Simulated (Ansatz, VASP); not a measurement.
One calculation of Ag, two programs

POSCAR

```
Ag
1.0
    0.0000000000      2.0010495236      2.0010495236
    2.0010495236      0.0000000000      2.0010495236
    2.0010495236      2.0010495236      0.0000000000
Ag
1
Direct
    0.0000000000      0.0000000000      0.0000000000
```

INCAR.step1

```
SYSTEM = Ag
ALGO = Normal
EDIFF = 1E-5
ENCUT = 520
GGA = PE
ISIF = 2
ISMEAR = -1
LASPH = .TRUE.
LCHARG = .FALSE.
LREAL = .FALSE.
LWAVE = .TRUE.
NBANDS = 12
NELM = 80
PREC = Accurate
SIGMA = 0.05
```

INCAR.step2

```
SYSTEM = Ag
AEXX = 0.25
ALGO = Normal
EDIFF = 1E-7
ENCUT = 520
GGA = PE
ISIF = 2
ISMEAR = -1
ISTART = 1
LASPH = .TRUE.
LCHARG = .FALSE.
LHFCALC = .TRUE.
LREAL = .FALSE.
LWAVE = .FALSE.
NBANDS = 12
NELM = 80
PREC = Accurate
PRECFOCK = Normal
SIGMA = 0.05
```

Contents of KPOINTS:

```
k-points
0
G
  6 6 6
  0 0 0
```

The input input:

```
crystal:
  lattice:
    - [0.0, 2.0010495236, 2.0010495236]
    - [2.0010495236, 0.0, 2.0010495236]
    - [2.0010495236, 2.0010495236, 0.0]
  atoms:
    - { symbol: Ag, position: [0.0, 0.0, 0.0] }
hamiltonian:
  xc: pbe0
  pseudopotentials: { kind: paw }
kpoints:
  mp_grid: { grid: [6, 6, 6] }
scf:
  occupations: { method: fermi_dirac, width: 0.05 }
output:
  forces: true
  stress: true
  eigenvalues: true
  write_density: true
  write_potential: true
  elf: true
  volumetric_format: npy
```

Alike in both runs: task single point; functional PBE0; k mesh 6 × 6 × 6; occupations fermi-dirac, width 0.05 eV; no spin polarisation.

```csv
,VASP,Ansatz
version,VASP 6.6.1,Ansatz 0.2.0
potentials or method,"VASP PAW PBE potentials, release 64 (Ag)",Ansatz PAW
plane-wave cutoff (eV),520,420
valence electrons in the cell,11,19
```

|  | VASP | Ansatz | Ansatz less VASP |
| --- | --- | --- | --- |
| gap on the k mesh at the Fermi level (eV) | none | none | - |
| pressure (GPa) | 12.9 | 13.0 | +0.17 |

A gap of «none» marks a metal or a gap that the smearing closes. The functional is the same, so the differences come from potentials, cutoffs and numerics. VASP's potentials hold 11 valence electrons a cell and Ansatz's 19, so a difference there can come from the potentials and not from the codes.

The k mesh is coarse, so the values compare programs but aren't converged.
